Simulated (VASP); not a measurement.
# FeRu (P-6m2) in VASP: further runs

The runs below take FeRu through single point, with LDA.

Everything below comes from runs of VASP 6.6.1. Logs are shortened: lines on timing, memory, paths and dates and some standing lists are left out, and cuts for length are marked.

**1. The cell of the first run**

Symmetry: P-6m2, No. 187, hexagonal system. Conventional cell: a = 2.474 Å, b = 2.474 Å, c = 3.810 Å, α = 90.00°, β = 90.00°, γ = 120.00°. Fe (site symmetry -6m2) has 6 Ru at 2.38 Å and 6 Fe at 2.47 Å within 3.1 Å. Ru (site symmetry -6m2) has 6 Fe at 2.38 Å and 6 Ru at 2.47 Å within 3.1 Å.

**2. Single point, LDA, collinear spin, ferromagnetic start (volume scaled by 0.82)**

File INCAR:

```
SYSTEM = FeRu
ALGO = Normal
EDIFF = 1E-6
ENCUT = 520
GGA = CA
ISIF = 2
ISMEAR = -1
ISPIN = 2
LASPH = .TRUE.
LCHARG = .FALSE.
LMAXMIX = 4
LORBIT = 11
LREAL = .FALSE.
LWAVE = .FALSE.
MAGMOM = 3 1.5
NBANDS = 22
NELM = 150
PREC = Accurate
SIGMA = 0.05
```

File KPOINTS:

```
k-points
0
G
  12 12 7
  0 0 0
```

File POSCAR:

```
FeRu
1.0
    2.4736361305      0.0000000000      0.0000000000
   -1.2368180653      2.1422317288      0.0000000000
    0.0000000000      0.0000000000      3.8096924304
Fe Ru
1 1
Direct
    0.0000000000      0.0000000000      0.5000000000
    0.6666666667      0.3333333333      0.0000000000
```

Potentials or basis: VASP PAW LDA potentials, release 64 (Fe, Ru_pv).

Launch:

```sh
$ cat potpaw_LDA.64/Fe/POTCAR potpaw_LDA.64/Ru_pv/POTCAR > POTCAR
$ mpirun -np 1 vasp_std > vasp.out
```

OUTCAR:

```text
SYSTEM = FeRu
   EDIFF = 1E-6
   ENCUT = 520
   GGA = CA
   ISIF = 2
   ISMEAR = -1
   ISPIN = 2
   LASPH = .TRUE.
   LORBIT = 11
   LREAL = .FALSE.
   NELM = 150
   PREC = Accurate

 ion  position               nearest neighbor table
   1  0.000  0.000  0.500-   2 2.38   2 2.38   2 2.38   2 2.38   2 2.38   2 2.38
   2  0.667  0.333  0.000-   1 2.38   1 2.38   1 2.38   1 2.38   1 2.38   1 2.38

  LATTYP: Found a hexagonal cell.
 ALAT       =     2.4736361305
 C/A-ratio  =     1.5401183640

  Lattice vectors:

 A1 = (   2.4736361305,   0.0000000000,   0.0000000000)
 A2 = (  -1.2368180653,   2.1422317288,   0.0000000000)
 A3 = (   0.0000000000,   0.0000000000,   3.8096924304)

Analysis of symmetry for initial positions (statically):
=====================================================================
 Subroutine PRICEL returns:
 Original cell was already a primitive cell.

 Routine SETGRP: Setting up the symmetry group for a
 hexagonal supercell.

 Subroutine GETGRP returns: Found 12 space group operations
 (whereof 12 operations were pure point group operations)
 out of a pool of 24 trial point group operations.

The static configuration has the point symmetry D_3h.

Analysis of symmetry for dynamics (positions and initial velocities):
=====================================================================
 Subroutine PRICEL returns:
 Original cell was already a primitive cell.

 Routine SETGRP: Setting up the symmetry group for a
 hexagonal supercell.

 Subroutine GETGRP returns: Found 12 space group operations
 (whereof 12 operations were pure point group operations)
 out of a pool of 24 trial point group operations.

The dynamic configuration has the point symmetry D_3h.

Analysis of structural, dynamic, and magnetic symmetry:
=====================================================================
 Subroutine PRICEL returns:
 Original cell was already a primitive cell.

 Routine SETGRP: Setting up the symmetry group for a
 hexagonal supercell.

 Subroutine GETGRP returns: Found 12 space group operations
 (whereof 12 operations were pure point group operations)
 out of a pool of 24 trial point group operations.

The overall configuration has the point symmetry D_3h.

 Subroutine INISYM returns: Found 12 space group operations
 (whereof 12 operations are pure point group operations),
 and found     1 'primitive' translations

----------------------------------------------------------------------------------------

                                     Primitive cell

  volume of cell :      20.1879

  direct lattice vectors                    reciprocal lattice vectors
     2.473636131  0.000000000  0.000000000     0.404263177  0.233401454  0.000000000
    -1.236818065  2.142231729  0.000000000     0.000000000  0.466802908  0.000000000
     0.000000000  0.000000000  3.809692430     0.000000000  0.000000000  0.262488381

  length of vectors
     2.473636131  2.473636131  3.809692430     0.466802908  0.466802908  0.262488381

  position of ions in fractional coordinates (direct lattice)
     0.000000000  0.000000000  0.500000000
     0.666666667  0.333333333  0.000000000

  ion indices of the primitive-cell ions
   primitive index   ion index
                 1           1
                 2           2

----------------------------------------------------------------------------------------

 KPOINTS: k-points

Automatic generation of k-mesh.
 Grid dimensions read from file:
 generate k-points for:   12   12    7

 Generating k-lattice:

  Cartesian coordinates                     Fractional coordinates (reciprocal lattice)
     0.033688598  0.019450121  0.000000000     0.083333333 -0.000000000  0.000000000
     0.000000000  0.038900242  0.000000000     0.000000000  0.083333333  0.000000000
     0.000000000  0.000000000  0.037498340     0.000000000  0.000000000  0.142857143

  Length of vectors
     0.038900242  0.038900242  0.037498340

  Shift w.r.t. Gamma in fractional coordinates (k-lattice)
     0.000000000  0.000000000  0.000000000

 Subroutine IBZKPT returns following result:
 ===========================================

 Found     76 irreducible k-points:

 Following reciprocal coordinates:
            Coordinates               Weight
  0.000000  0.000000  0.000000      1.000000
  0.083333 -0.000000  0.000000      6.000000
  0.166667 -0.000000  0.000000      6.000000
  0.250000  0.000000  0.000000      6.000000
  0.333333  0.000000  0.000000      6.000000
  0.416667 -0.000000  0.000000      6.000000
[... 16 lines left out ...]
  0.250000  0.000000  0.142857     12.000000
  0.333333  0.000000  0.142857     12.000000
 [... further k-points ...]
   k-points           NKPTS =     76   k-points in BZ     NKDIM =     76   number of bands    NBANDS=     22
   number of dos      NEDOS =    301   number of ions     NIONS =      2
   total plane-waves  NPLWV =   9072
   dimension x,y,z NGX =    18 NGY =   18 NGZ =   28
   dimension x,y,z NGXF=    36 NGYF=   36 NGZF=   56
   ions per type =               1   1
   NGX,Y,Z   is equivalent  to a cutoff of  12.10, 12.10, 12.22 a.u.
   NGXF,Y,Z  is equivalent  to a cutoff of  24.19, 24.19, 24.44 a.u.
 SYSTEM =  FeRu
   PREC   = accura    normal or accurate (medium, high low for compatibility)
   ISTART =      0    job   : 0-new  1-cont  2-samecut
   ICHARG =      2    charge: 1-file 2-atom 10-const
   ISPIN  =      2    spin polarized calculation?
   LNONCOLLINEAR =      F non collinear calculations
   LSORBIT =      F    spin-orbit coupling
   LASPH  =      T    aspherical Exc in radial PAW
   ENCUT  =  520.0 eV  38.22 Ry    6.18 a.u.   4.60  4.60  7.08*2*pi/ulx,y,z
   NELM   =    150;   NELMIN=  2; NELMDL= -5     # of ELM steps
   EDIFF  = 0.1E-05   stopping-criterion for ELM
   LREAL  =      F    real-space projection
   EDIFFG = 0.1E-04   stopping-criterion for IOM
   NSW    =      0    number of steps for IOM
   IBRION =     -1    ionic relax: 0-MD 1-quasi-New 2-CG
   NFREE  =      0    steps in history (QN), initial steepest desc. (CG)
   ISIF   =      2    stress and relaxation
   ISYM   =      2    0-nonsym 1-usesym 2-fastsym
   POTIM  = 0.5000    time-step for ionic-motion
   TEBEG  =    0.0;   TEEND  =   0.0 temperature during run
   PSTRESS=    0.0 pullay stress
   NELECT =      22.0000    total number of electrons
   NUPDOWN=      -1.0000    fix difference up-down
   EMIN   =  10.00;   EMAX   =-10.00  energy-range for DOS
   EFERMI =   0.00;   METHOD = LEGACY
   ISMEAR =    -1;   SIGMA  =   0.05  broadening in eV -4-tet -1-fermi 0-gaus
   EFERMI_NEDOS =   21; number of points for ismear=-14 and -15
   IALGO  =     38    algorithm
   IMIX   =      4    mixing-type and parameters
     AMIX     =   0.40;   BMIX     =  1.00
     AMIX_MAG =   1.60;   BMIX_MAG =  1.00
  volume/ion in A,a.u.               =      10.09        68.12
  Fermi-wavevector in a.u.,A,eV,Ry     =   1.684684  3.183590 38.615492  2.838159
  Thomas-Fermi vector in A             =   2.767662
   LORBIT       =     11    0 simple, 1 ext, 2 COOP (PROOUT), +10 PAW based schemes
   GGA     = CA    functional components
   LHFCALC =     F    Hartree Fock is set to
   AEXX    =    0.0000 exact exchange contribution
   IVDW    =     0    specifies the selected vdW correction
   LEPSILON=     F    determine dielectric tensor
   LRPA    =     F    only Hartree local field effects (RPA)
 spin polarized calculation
  energy-cutoff  :      520.00
  volume of cell :       20.19
 maximum number of plane-waves:       561
   NGX =  9   NGY =  9   NGZ = 15

 number of electron      21.9999998 magnetization       0.0003307

 number of electron      21.9999998 magnetization      -0.0001412

 Free energy of the ion-electron system (eV)
  ---------------------------------------------------
  ext. energy  EPLUGINS =         0.00000000
  ---------------------------------------------------
  free energy    TOTEN  =       -19.43687359 eV

  energy without entropy =      -19.42200934  energy(sigma->0) =      -19.42944146

 E-fermi :  12.9022     XC(G=0): -15.2325

 val. band max:       12.8660030106   @ k =   0.2500   0.0833   0.1429
 cond. band min:      12.9028130452   @ k =   0.3333   0.0000   0.0000
 fundamental gap:      0.0368100346
 Fermi energy:        12.9022020554

 spin component 1

 k-point     1 :       0.0000    0.0000    0.0000
  band No.  band energies     occupation
      1     -30.4331      1.00000
      2     -29.4914      1.00000
      3     -29.4914      1.00000
      4       3.5902      1.00000
      5       5.6741      1.00000
      6       9.6947      1.00000
[... 14 lines left out ...]
     21      38.4915      0.00000
     22      38.4915      0.00000

 k-point     2 :       0.0833   -0.0000    0.0000
  band No.  band energies     occupation
      1     -30.4165      1.00000
      2     -29.6180      1.00000
      3     -29.5196      1.00000
      4       3.8862      1.00000
      5       5.9140      1.00000
      6       9.3157      1.00000
[... 14 lines left out ...]
     21      36.8917      0.00000
     22      37.1932      0.00000

 k-point     3 :       0.1667   -0.0000    0.0000
  band No.  band energies     occupation
      1     -30.3708      1.00000
      2     -29.9565      1.00000
      3     -29.5959      1.00000
      4       4.6790      1.00000
      5       6.4577      1.00000
      6       8.7313      1.00000
[... 14 lines left out ...]
     21      34.4933      0.00000
     22      36.1202      0.00000
[... 476 lines left out ...]
 k-point    23 :       0.2500    0.0000    0.1429
  band No.  band energies     occupation
      1     -30.4025      1.00000
      2     -30.3117      1.00000
      3     -29.6992      1.00000
      4       5.7490      1.00000
      5       6.7316      1.00000
      6       8.3985      1.00000
[... 14 lines left out ...]
     21      33.9034      0.00000
     22      36.7723      0.00000

 k-point    24 :       0.3333    0.0000    0.1429
  band No.  band energies     occupation
      1     -30.8325      1.00000
      2     -30.2458      1.00000
      3     -29.8007      1.00000
      4       5.7545      1.00000
      5       6.7366      1.00000
      6       7.7708      1.00000
[... 14 lines left out ...]
     21      33.8488      0.00000
     22      37.0913      0.00000

 [... further k-points ...]

 spin component 2

 k-point     1 :       0.0000    0.0000    0.0000
  band No.  band energies     occupation
      1     -30.4332      1.00000
      2     -29.4915      1.00000
      3     -29.4915      1.00000
      4       3.5901      1.00000
      5       5.6741      1.00000
      6       9.6946      1.00000
[... 14 lines left out ...]
     21      38.4915      0.00000
     22      38.4915      0.00000

 k-point     2 :       0.0833   -0.0000    0.0000
  band No.  band energies     occupation
      1     -30.4166      1.00000
      2     -29.6181      1.00000
      3     -29.5197      1.00000
      4       3.8862      1.00000
      5       5.9140      1.00000
      6       9.3156      1.00000
[... 14 lines left out ...]
     21      36.8917      0.00000
     22      37.1932      0.00000

 k-point     3 :       0.1667   -0.0000    0.0000
  band No.  band energies     occupation
      1     -30.3709      1.00000
      2     -29.9566      1.00000
      3     -29.5960      1.00000
      4       4.6790      1.00000
      5       6.4577      1.00000
      6       8.7312      1.00000
[... 14 lines left out ...]
     21      34.4933      0.00000
     22      36.1202      0.00000
[... 476 lines left out ...]
 k-point    23 :       0.2500    0.0000    0.1429
  band No.  band energies     occupation
      1     -30.4027      1.00000
      2     -30.3118      1.00000
      3     -29.6993      1.00000
      4       5.7490      1.00000
      5       6.7315      1.00000
      6       8.3985      1.00000
[... 14 lines left out ...]
     21      33.9034      0.00000
     22      36.7723      0.00000

 k-point    24 :       0.3333    0.0000    0.1429
  band No.  band energies     occupation
      1     -30.8326      1.00000
      2     -30.2459      1.00000
      3     -29.8008      1.00000
      4       5.7544      1.00000
      5       6.7366      1.00000
      6       7.7707      1.00000
[... 14 lines left out ...]
     21      33.8488      0.00000
     22      37.0913      0.00000

 [... further k-points ...]
[... 5 lines left out ...]
  --------------------------------------------------------------------------------------
  -------------------------------------------------------------------------------------
  Total        7.6950459      7.6950459      8.1404791     -0.0000000     -0.0000000      0.0000000
  in kB      610.7023861    610.7023861    646.0533332     -0.0000000     -0.0000000      0.0000000
  external PRESSURE =     622.4860351 kB  Pullay stress =       0.0000000 kB

 VOLUME and BASIS-vectors are now :
 -----------------------------------------------------------------------------
  energy-cutoff  :      520.00
  volume of cell :       20.19
      direct lattice vectors                 reciprocal lattice vectors
     2.473636131  0.000000000  0.000000000     0.404263177  0.233401454  0.000000000
    -1.236818065  2.142231729  0.000000000     0.000000000  0.466802908  0.000000000
     0.000000000  0.000000000  3.809692430     0.000000000  0.000000000  0.262488381

 POSITION                                       TOTAL-FORCE (eV/Angst)
 -----------------------------------------------------------------------------------
      0.00000      0.00000      1.90485        -0.000000      0.000000      0.000000
      1.23682      0.71408      0.00000         0.000000      0.000000      0.000000
 -----------------------------------------------------------------------------------
    total drift:                               -0.000000      0.000000      0.000000

  FREE ENERGIE OF THE ION-ELECTRON SYSTEM (eV)
  ---------------------------------------------------
  free  energy   TOTEN  =       -19.4368735878 eV

  energy  without entropy=      -19.4220093415  energy(sigma->0) =      -19.42944146

 total charge

# of ion       s       p       d       tot
------------------------------------------
    1        0.579   0.753   6.536   7.867
    2        0.519   6.470   6.241  13.229
--------------------------------------------------
tot          1.097   7.223  12.776  21.097

 magnetization (x)

# of ion       s       p       d       tot
------------------------------------------
    1       -0.000  -0.000   0.000   0.000
    2        0.000  -0.000  -0.000  -0.000
--------------------------------------------------
tot          0.000  -0.000   0.000   0.000
```

It took 55 s on 1 thread of Oxide Virtual Turin-like, shared host; peak memory 0.13 GiB.

Results:

```
Free energy                                           : -19.4369 eV
Pressure                                              : 62.2 GPa
Band gap on the k mesh                                : zero (filled and empty bands overlap)
Net moment                                            : 0.00 μB per cell
Valence electrons inside the program's atomic spheres : Fe 7.87; Ru 13.23
```

Levels at points of the mesh, in eV from the Fermi level:
Spin up:
| k point | band 8 | band 9 | band 10 | band 11 | band 12 | band 13 | band 14 | band 15 |
| --- | --- | --- | --- | --- | --- | --- | --- | --- |
| (0.00, 0.00, 0.00) | -2.04 | -1.55 | -1.55 | -1.50 | -1.50 | 1.37 | 1.37 | 1.61 |
| (0.50, 0.00, 0.00) | -2.33 | -1.83 | -1.26 | 0.74 | 2.02 | 2.82 | 3.84 | 7.28 |
Spin down:
```
           k point  band 8  band 9  band 10  band 11  band 12  band 13  band 14  band 15
(0.00, 0.00, 0.00)   -2.04   -1.55    -1.55    -1.50    -1.50     1.37     1.37     1.61
(0.50, 0.00, 0.00)   -2.33   -1.83    -1.26     0.74     2.02     2.82     3.84     7.28
```

Caveat: the starting moments collapsed, and a magnetic state may lie lower.

(Continued in part 2 of 2.)
